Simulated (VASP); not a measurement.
The system is BAs.

```
CELL_PARAMETERS angstrom
3.11601 0.00000 0.00000
-1.55801 2.69854 0.00000
0.00000 0.00000 3.04107
ATOMIC_POSITIONS crystal
B 0.66667 0.33333 0.50000
As 0.00000 0.00000 0.00000
```

The cell was generated, and may not be a known phase.

- Program: VASP 6.6.1
- Task: relaxation of cell and atoms
- Functional: PBE
- Potentials or basis: VASP PAW PBE potentials, release 64 (B, As)
- Cutoff: 600 eV
- k mesh: 24 × 24 × 18
- Occupations: gaussian, width 0.1 eV
- Spin: no spin polarisation

At the start: pressure -0.8 GPa; volume 12.79 Å³/atom.

**Question.** How do energy, volume and symmetry change on relaxing?

**Answer.** Over 7 steps the energy falls by 22.7 meV/atom and the volume is 12.84 Å³/atom (+0.4 %); space group P-6m2 (No. 187, to 0.1 Å) before and after.

The path:
```tsv
step	energy change (eV)	largest force (eV/Å)	pressure (GPa)	volume (Å³)
1	0.0000	0.0000	-0.84	25.57
2	-0.0354	0.0000	1.11	25.31
3	-0.0404	0.0000	2.80	25.11
4	-0.0413	0.0000	2.30	25.16
5	-0.0449	0.0000	-0.68	25.85
6	-0.0453	0.0000	0.05	25.67
7	-0.0453	0.0000	0.01	25.68
```

Final structure:
```
B As
1.0
     3.19892    0.00000    0.00000
    -1.59946    2.77035    0.00000
     0.00000    0.00000    2.89806
B As
1 1
Direct
  0.66667 0.33333 0.50000
  0.00000 0.00000 0.00000
```
